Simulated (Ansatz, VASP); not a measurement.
**One calculation of KMgF3, two programs**

```xyz
5
Lattice="3.9859 0.0000 0.0000 0.0000 3.9859 0.0000 0.0000 0.0000 3.9859" Properties=species:S:1:pos:R:3 pbc="T T T"
K     1.9929    1.9929    1.9929
Mg    0.0000    0.0000   -0.1000
F     1.9929    0.0000    0.0000
F     0.0000    1.9929    0.0000
F     0.0000    0.0000    1.9929
```

Change from the starting cell: all Mg atoms moved -0.100 Å, as atom 2 along Cartesian [0 0 1].

Alike in both runs: task single point; functional PBE; k mesh 6 × 6 × 6; occupations gaussian, width 0.05 eV; no spin polarisation.

```csv
,VASP,Ansatz
version,VASP 6.6.1,Ansatz 0.2.0
potentials or method,"VASP PAW PBE potentials, release 64 (K_sv, Mg, F), cutoff 520 eV","scalar-relativistic, plane waves, PAW"
valence electrons in the cell,32,40
```

```csv
,VASP,Ansatz,Ansatz less VASP
gap on the k mesh at the Fermi level (eV),7.29,7.32,+0.029
least direct gap on the mesh (eV),7.63,7.65,+0.028
pressure (GPa),3.8,4.2,+0.41
"traceless stress, the component that is largest in VASP (GPa)",0.93,0.92,-0.010
rms of the force components (eV/Å),0.326,0.321,-0.0049
```

Atom by atom the forces differ by 0.005 eV/Å (rms over components). VASP's potentials hold 32 valence electrons a cell and Ansatz's 40, so a difference there can come from the potentials and not from the codes.
